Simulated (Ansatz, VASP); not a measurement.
## Two plane-wave programs on BN

```
CELL_PARAMETERS angstrom
-2.54397 0.00000 0.00000
-1.27198 -2.20314 0.00000
0.00000 0.00000 12.47323
ATOMIC_POSITIONS crystal
B 0.66667 0.66667 0.23187
B 0.66667 0.66667 0.56921
B 0.66667 0.66667 0.90656
B 0.33333 0.33333 0.06320
B 0.33333 0.33333 0.40054
B 0.33333 0.33333 0.73788
N 0.66667 0.66667 0.10550
N 0.66667 0.66667 0.44285
N 0.66667 0.66667 0.78019
N 0.33333 0.33333 0.94886
N 0.33333 0.33333 0.27417
N 0.33333 0.33333 0.61152
```

Alike in both runs: task single point; functional r2SCAN; k mesh 10 × 10 × 2; occupations gaussian, width 0.05 eV; no spin polarisation.

|  | VASP | Ansatz |
| --- | --- | --- |
| version | VASP 6.6.1 | Ansatz 0.2.0 |
| potentials or method | VASP PAW PBE potentials, release 64 (B, N), cutoff 520 eV | scalar-relativistic, plane waves, PAW |
| valence electrons in the cell | 48 | 48 |

|  | VASP | Ansatz | Ansatz less VASP |
| --- | --- | --- | --- |
| gap on the k mesh at the Fermi level (eV) | 5.73 | 5.76 | +0.034 |
| least direct gap on the mesh (eV) | 8.67 | 8.69 | +0.022 |
| pressure (GPa) | 7.3 | 6.2 | -1.16 |
| traceless stress, the component that is largest in VASP (GPa) | 10.86 | 10.80 | -0.055 |
| rms of the force components (eV/Å) | 0.930 | 0.925 | -0.0048 |

VASP's potentials were made for PBE, not for r2SCAN. Atom by atom the forces differ by 0.005 eV/Å (rms over components).
